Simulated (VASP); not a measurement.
# BeB26P27 (a cell with a defect) in VASP: single point with PBE

Aim: the single point of BeB26P27 (a cell with a defect) with PBE.

Program: VASP 6.6.1. These are calculated values, not measurements. Logs are shortened: lines on timing, memory, paths and dates and some standing lists are left out, and cuts for length are marked.

### Step 1. The cell of the first run

The cell holds a defect, 54 atoms: a = 9.627 Å, b = 9.627 Å, c = 9.627 Å, α = 60.00°, β = 60.00°, γ = 60.00°.

### Step 2. Single point, PBE

Input file INCAR:

```
PREC = Accurate
ENCUT = 520
EDIFF = 1E-6
ISMEAR = -1
SIGMA = 0.01
LREAL = Auto
LASPH = True
NELM = 100
ALGO = Normal
ISIF = 2
LWAVE = False
LCHARG = False
GGA = PE
NELECT = 216.0
NBANDS = 140
```

Input file KPOINTS:

```
Automatic mesh
0
Gamma
  3 3 3
```

Input file POSCAR:

```
BeB26P27
1.0
    0.0000000000      6.8070000000      6.8070000000
    6.8070000000      0.0000000000      6.8070000000
    6.8070000000      6.8070000000      0.0000000000
Be B P
1 26 27
Direct
    0.0000000000      0.0000000000      0.0000000000
    0.0008962635      0.0008962635      0.3336773782
    0.0008962635      0.0008962635      0.6645300948
    0.0008962635      0.3336773782      0.0008962635
    0.0003670429      0.3332109857      0.3332109857
    0.0008962635      0.3336773782      0.6645300948
    0.0008962635      0.6645300948      0.0008962635
    0.0008962635      0.6645300948      0.3336773782
    0.0006308209      0.6664563930      0.6664563930
    0.3336773782      0.0008962635      0.0008962635
    0.3332109857      0.0003670429      0.3332109857
    0.3336773782      0.0008962635      0.6645300948
    0.3332109857      0.3332109857      0.0003670429
    0.3332109857      0.3332109857      0.3332109857
    0.3332532929      0.3332532929      0.6667467071
    0.3336773782      0.6645300948      0.0008962635
    0.3332532929      0.6667467071      0.3332532929
    0.3332532929      0.6667467071      0.6667467071
    0.6645300948      0.0008962635      0.0008962635
    0.6645300948      0.0008962635      0.3336773782
    0.6664563930      0.0006308209      0.6664563930
    0.6645300948      0.3336773782      0.0008962635
    0.6667467071      0.3332532929      0.3332532929
    0.6667467071      0.3332532929      0.6667467071
    0.6664563930      0.6664563930      0.0006308209
    0.6667467071      0.6667467071      0.3332532929
    0.6664563930      0.6664563930      0.6664563930
    0.0857177855      0.0857177855      0.0857177855
    0.0826097903      0.0826097903      0.4173902097
    0.0857177855      0.0857177855      0.7428466436
    0.0826097903      0.4173902097      0.0826097903
    0.0826097903      0.4173902097      0.4173902097
    0.0830545417      0.4160984404      0.7504235090
    0.0857177855      0.7428466436      0.0857177855
    0.0830545417      0.7504235090      0.4160984404
    0.0830545417      0.7504235090      0.7504235090
    0.4173902097      0.0826097903      0.0826097903
    0.4173902097      0.0826097903      0.4173902097
    0.4160984404      0.0830545417      0.7504235090
    0.4173902097      0.4173902097      0.0826097903
    0.4166164149      0.4166164149      0.4166164149
    0.4166164149      0.4166164149      0.7501507554
    0.4160984404      0.7504235090      0.0830545417
    0.4166164149      0.7501507554      0.4166164149
    0.4160984404      0.7504235090      0.7504235090
    0.7428466436      0.0857177855      0.0857177855
    0.7504235090      0.0830545417      0.4160984404
    0.7504235090      0.0830545417      0.7504235090
    0.7504235090      0.4160984404      0.0830545417
    0.7501507554      0.4166164149      0.4166164149
    0.7504235090      0.4160984404      0.7504235090
    0.7504235090      0.7504235090      0.0830545417
    0.7504235090      0.7504235090      0.4160984404
    0.7500000000      0.7500000000      0.7500000000
```

Potentials or basis: VASP PAW PBE potentials, release 64 (Be, B, P).

On the command line:

```bash
$ cat potpaw_PBE.64/Be/POTCAR potpaw_PBE.64/B/POTCAR potpaw_PBE.64/P/POTCAR > POTCAR
$ mpirun -np 1 vasp_std > vasp.out
```

OUTCAR:

```text
PREC = Accurate
   ENCUT = 520
   EDIFF = 1E-6
   ISMEAR = -1
   LREAL = Auto
   LASPH = True
   NELM = 100
   ISIF = 2
   GGA = PE
   NELECT = 216.0

 ion  position               nearest neighbor table
   1  0.000  0.000  0.000-  30 2.02  34 2.02  46 2.02  28 2.02
   2  0.001  0.001  0.334-  29 1.94  28 1.95  35 1.97  47 1.97
   3  0.001  0.001  0.665-  29 1.94  30 1.95  36 1.97  48 1.97
   4  0.001  0.334  0.001-  31 1.94  28 1.95  33 1.97  49 1.97
   5  0.000  0.333  0.333-  50 1.97  31 1.97  32 1.97  29 1.97
   6  0.001  0.334  0.665-  32 1.94  30 1.95  51 1.97  33 1.97
[... 46 lines left out ...]
  53  0.750  0.750  0.416-  26 1.97  27 1.97   8 1.97  20 1.97
  54  0.750  0.750  0.750-   9 1.97  21 1.97  25 1.97  27 1.97

  LATTYP: Found a face centered cubic cell.
 ALAT       =    13.6140000000

  Lattice vectors:

 A1 = (   0.0000000000,   6.8070000000,   6.8070000000)
 A2 = (   6.8070000000,   0.0000000000,   6.8070000000)
 A3 = (   6.8070000000,   6.8070000000,   0.0000000000)

Analysis of symmetry for initial positions (statically):
=====================================================================
 Subroutine PRICEL returns:
 Original cell was already a primitive cell.

 Routine SETGRP: Setting up the symmetry group for a
 face centered cubic supercell.

 Subroutine GETGRP returns: Found 24 space group operations
 (whereof 24 operations were pure point group operations)
 out of a pool of 48 trial point group operations.

The static configuration has the point symmetry T_d .

Analysis of symmetry for dynamics (positions and initial velocities):
=====================================================================
 Subroutine PRICEL returns:
 Original cell was already a primitive cell.

 Routine SETGRP: Setting up the symmetry group for a
 face centered cubic supercell.

 Subroutine GETGRP returns: Found 24 space group operations
 (whereof 24 operations were pure point group operations)
 out of a pool of 48 trial point group operations.

The dynamic configuration has the point symmetry T_d .

 Subroutine INISYM returns: Found 24 space group operations
 (whereof 24 operations are pure point group operations),
 and found     1 'primitive' translations

----------------------------------------------------------------------------------------

                                     Primitive cell

  volume of cell :     630.8081

  direct lattice vectors                    reciprocal lattice vectors
     0.000000000  6.807000000  6.807000000    -0.073453798  0.073453798  0.073453798
     6.807000000  0.000000000  6.807000000     0.073453798 -0.073453798  0.073453798
     6.807000000  6.807000000  0.000000000     0.073453798  0.073453798 -0.073453798

  length of vectors
     9.626551719  9.626551719  9.626551719     0.127225709  0.127225709  0.127225709

  position of ions in fractional coordinates (direct lattice)
     0.000000000  0.000000000  0.000000000
     0.000896264  0.000896264  0.333677378
     0.000896264  0.000896264  0.664530095
     0.000896264  0.333677378  0.000896264
     0.000367043  0.333210986  0.333210986
     0.000896264  0.333677378  0.664530095
[... 46 lines left out ...]
     0.750423509  0.750423509  0.416098440
     0.750000000  0.750000000  0.750000000

  ion indices of the primitive-cell ions
   primitive index   ion index
                 1           1
                 2           2
                 3           3
                 4           4
                 5           5
                 6           6
[... 46 lines left out ...]
                53          53
                54          54

----------------------------------------------------------------------------------------

 KPOINTS: Automatic mesh

Automatic generation of k-mesh.
 Grid dimensions read from file:
 generate k-points for:    3    3    3

 Generating k-lattice:

  Cartesian coordinates                     Fractional coordinates (reciprocal lattice)
    -0.024484599  0.024484599  0.024484599     0.333333333  0.000000000  0.000000000
     0.024484599 -0.024484599  0.024484599     0.000000000  0.333333333  0.000000000
     0.024484599  0.024484599 -0.024484599     0.000000000  0.000000000  0.333333333

  Length of vectors
     0.042408570  0.042408570  0.042408570

  Shift w.r.t. Gamma in fractional coordinates (k-lattice)
     0.000000000  0.000000000  0.000000000

 Subroutine IBZKPT returns following result:
 ===========================================

 Found      4 irreducible k-points:

 Following reciprocal coordinates:
            Coordinates               Weight
  0.000000  0.000000  0.000000      1.000000
  0.333333  0.000000  0.000000      8.000000
  0.333333  0.333333  0.000000      6.000000
 -0.333333  0.333333  0.000000     12.000000
   k-points           NKPTS =      4   k-points in BZ     NKDIM =      4   number of bands    NBANDS=    140
   number of dos      NEDOS =    301   number of ions     NIONS =     54
   total plane-waves  NPLWV = 373248
   dimension x,y,z NGX =    72 NGY =   72 NGZ =   72
   dimension x,y,z NGXF=   144 NGYF=  144 NGZF=  144
   ions per type =               1  26  27
   NGX,Y,Z   is equivalent  to a cutoff of  12.43, 12.43, 12.43 a.u.
   NGXF,Y,Z  is equivalent  to a cutoff of  24.87, 24.87, 24.87 a.u.
 SYSTEM =  unknown system
   PREC   = accura    normal or accurate (medium, high low for compatibility)
   ISTART =      0    job   : 0-new  1-cont  2-samecut
   ICHARG =      2    charge: 1-file 2-atom 10-const
   ISPIN  =      1    spin polarized calculation?
   LNONCOLLINEAR =      F non collinear calculations
   LSORBIT =      F    spin-orbit coupling
   LASPH  =      T    aspherical Exc in radial PAW
   ENCUT  =  520.0 eV  38.22 Ry    6.18 a.u.  17.90 17.90 17.90*2*pi/ulx,y,z
   NELM   =    100;   NELMIN=  2; NELMDL= -5     # of ELM steps
   EDIFF  = 0.1E-05   stopping-criterion for ELM
   LREAL  =      T    real-space projection
   EDIFFG = 0.1E-04   stopping-criterion for IOM
   NSW    =      0    number of steps for IOM
   IBRION =     -1    ionic relax: 0-MD 1-quasi-New 2-CG
   NFREE  =      0    steps in history (QN), initial steepest desc. (CG)
   ISIF   =      2    stress and relaxation
   ISYM   =      2    0-nonsym 1-usesym 2-fastsym
   POTIM  = 0.5000    time-step for ionic-motion
   TEBEG  =    0.0;   TEEND  =   0.0 temperature during run
   PSTRESS=    0.0 pullay stress
   NELECT =     216.0000    total number of electrons
   NUPDOWN=      -1.0000    fix difference up-down
   EMIN   =  10.00;   EMAX   =-10.00  energy-range for DOS
   EFERMI =   0.00;   METHOD = LEGACY
   ISMEAR =    -1;   SIGMA  =   0.01  broadening in eV -4-tet -1-fermi 0-gaus
   EFERMI_NEDOS =   21; number of points for ismear=-14 and -15
   IALGO  =     38    algorithm
   IMIX   =      4    mixing-type and parameters
     AMIX     =   0.40;   BMIX     =  1.00
     AMIX_MAG =   1.60;   BMIX_MAG =  1.00
  volume/ion in A,a.u.               =      11.68        78.83
  Fermi-wavevector in a.u.,A,eV,Ry     =   1.145320  2.164342 17.847562  1.311759
  Thomas-Fermi vector in A             =   2.282009
   LORBIT       =      0    0 simple, 1 ext, 2 COOP (PROOUT), +10 PAW based schemes
   GGA     = PE    functional components
   LHFCALC =     F    Hartree Fock is set to
   AEXX    =    0.0000 exact exchange contribution
   IVDW    =     0    specifies the selected vdW correction
   LEPSILON=     F    determine dielectric tensor
   LRPA    =     F    only Hartree local field effects (RPA)
 non-spin polarized calculation
  energy-cutoff  :      520.00
  volume of cell :      630.81
 maximum number of plane-waves:     17033
   NGX = 35   NGY = 35   NGZ = 35

 number of electron     216.0000003 magnetization

 Free energy of the ion-electron system (eV)
  ---------------------------------------------------
  ext. energy  EPLUGINS =         0.00000000
  ---------------------------------------------------
  free energy    TOTEN  =      -337.41221538 eV

  energy without entropy =     -337.41221538  energy(sigma->0) =     -337.41221538

 E-fermi :   7.8171     XC(G=0): -10.9155

 val. band max:        7.5930944299   @ k =   0.0000   0.0000   0.0000
 cond. band min:       8.7067557979   @ k =   0.3333   0.3333   0.0000
 fundamental gap:      1.1136613680
 Fermi energy:         7.8170808748

 k-point     1 :       0.0000    0.0000    0.0000
  band No.  band energies     occupation
      1      -8.0426      2.00000
      2      -6.1910      2.00000
      3      -6.1910      2.00000
      4      -6.1910      2.00000
      5      -6.1852      2.00000
      6      -6.1338      2.00000
[... 112 lines left out ...]
    119      10.0265      0.00000
    120      10.0265      0.00000

 k-point     2 :       0.3333    0.0000    0.0000
  band No.  band energies     occupation
      1      -7.8255      2.00000
      2      -7.1655      2.00000
      3      -6.3559      2.00000
      4      -6.3559      2.00000
      5      -6.3170      2.00000
      6      -6.1151      2.00000
[... 112 lines left out ...]
    119      10.7111      0.00000
    120      10.7171      0.00000

 k-point     3 :       0.3333    0.3333    0.0000
  band No.  band energies     occupation
      1      -7.7519      2.00000
      2      -6.9087      2.00000
      3      -6.7191      2.00000
      4      -6.6981      2.00000
      5      -6.6981      2.00000
      6      -6.4594      2.00000
[... 112 lines left out ...]
    119      10.4421      0.00000
    120      10.4593      0.00000

 k-point     4 :      -0.3333    0.3333    0.0000
  band No.  band energies     occupation
      1      -7.4793      2.00000
      2      -7.2779      2.00000
      3      -7.1785      2.00000
      4      -6.6215      2.00000
      5      -6.5230      2.00000
      6      -5.7663      2.00000
[... 112 lines left out ...]
    119      10.7000      0.00000
    120      10.7276      0.00000
 [bands above 120 left out]

------------------------ aborting loop because EDIFF is reached ----------------------------------------

  FORCE on cell =-STRESS in cart. coord.  units (eV):
  Direction    XX          YY          ZZ          XY          YZ          ZX
  --------------------------------------------------------------------------------------
  -------------------------------------------------------------------------------------
  Total       20.9351686     20.9351686     20.9351686      0.0000000      0.0000000      0.0000000
  in kB       53.1728327     53.1728327     53.1728327      0.0000000      0.0000000      0.0000000
  external PRESSURE =      53.1728327 kB  Pullay stress =       0.0000000 kB

 VOLUME and BASIS-vectors are now :
 -----------------------------------------------------------------------------
  energy-cutoff  :      520.00
  volume of cell :      630.81
      direct lattice vectors                 reciprocal lattice vectors
     0.000000000  6.807000000  6.807000000    -0.073453798  0.073453798  0.073453798
     6.807000000  0.000000000  6.807000000     0.073453798 -0.073453798  0.073453798
     6.807000000  6.807000000  0.000000000     0.073453798  0.073453798 -0.073453798

 POSITION                                       TOTAL-FORCE (eV/Angst)
 -----------------------------------------------------------------------------------
      0.00000      0.00000      0.00000        -0.000000      0.000000     -0.000000
      2.27744      2.27744      0.01220        -0.002315     -0.002315      0.019149
      4.52956      4.52956      0.01220         0.002315      0.002315      0.019149
      2.27744      0.01220      2.27744        -0.002315      0.019149     -0.002315
      4.53633      2.27067      2.27067         0.008167     -0.008167     -0.008167
      6.79480      4.52956      2.27744        -0.019149      0.002315     -0.002315
[... 46 lines left out ...]
      7.94051      7.94051     10.21627         0.007327      0.007327      0.002587
     10.21050     10.21050     10.21050        -0.000000      0.000000     -0.000000
 -----------------------------------------------------------------------------------
    total drift:                                0.000001      0.000001      0.000001

  FREE ENERGIE OF THE ION-ELECTRON SYSTEM (eV)
  ---------------------------------------------------
  free  energy   TOTEN  =      -337.4122153819 eV

  energy  without entropy=     -337.4122153819  energy(sigma->0) =     -337.41221538
```

Run time: 11 min. Hardware: 1 thread of Intel Xeon Platinum 8259CL at 2.50GHz (Skylake/Cascade Lake), shared host; peak memory 0.84 GiB.

Results:

```
Free energy   : -337.4122 eV
Largest force : 0.029 eV/Å
```

Forces in eV/Å, atoms in the order of the input:
```
Be   0.000  0.000  0.000
B   -0.002 -0.002  0.019
B    0.002  0.002  0.019
B   -0.002  0.019 -0.002
B    0.008 -0.008 -0.008
B   -0.019  0.002 -0.002
B    0.002  0.019  0.002
B   -0.019 -0.002  0.002
B    0.008 -0.008 -0.008
B    0.019 -0.002 -0.002
B   -0.008  0.008 -0.008
B    0.002 -0.019 -0.002
B   -0.008 -0.008  0.008
B    0.008  0.008  0.008
B    0.000  0.000 -0.003
B    0.002 -0.002 -0.019
B    0.000 -0.003  0.000
B    0.003  0.000  0.000
B    0.019  0.002  0.002
B   -0.002 -0.019  0.002
B   -0.008  0.008 -0.008
B   -0.002  0.002 -0.019
B   -0.003  0.000  0.000
B    0.000  0.003  0.000
B   -0.008 -0.008  0.008
B    0.000  0.000  0.003
B    0.008  0.008  0.008
P    0.002  0.002  0.002
P    0.000  0.000  0.029
P   -0.002 -0.002  0.002
P    0.000  0.029  0.000
P   -0.029  0.000  0.000
P    0.007 -0.007 -0.003
P   -0.002  0.002 -0.002
P    0.007 -0.003 -0.007
P    0.003 -0.007 -0.007
P    0.029  0.000  0.000
P    0.000 -0.029  0.000
P   -0.007  0.007 -0.003
P    0.000  0.000 -0.029
P   -0.004 -0.004 -0.004
P    0.004  0.004 -0.004
P   -0.007 -0.003  0.007
P    0.004 -0.004  0.004
P    0.003  0.007  0.007
P    0.002 -0.002 -0.002
P   -0.003  0.007 -0.007
P   -0.007  0.003 -0.007
P   -0.003 -0.007  0.007
P   -0.004  0.004  0.004
P    0.007  0.003  0.007
P   -0.007 -0.007  0.003
P    0.007  0.007  0.003
P    0.000  0.000  0.000
```

Levels at points of the mesh, in eV from the Fermi level:
```tsv
k point	band 105	band 106	band 107	band 108	band 109	band 110	band 111	band 112
(0.00, 0.00, 0.00)	-1.29	-0.22	-0.22	-0.22	0.97	0.97	1.00	1.00
```

Caveat: the cell carries a net charge on a neutralising background, which shifts energy and pressure; the cell is charged against a uniform background, so pressure and absolute levels hang on convention.
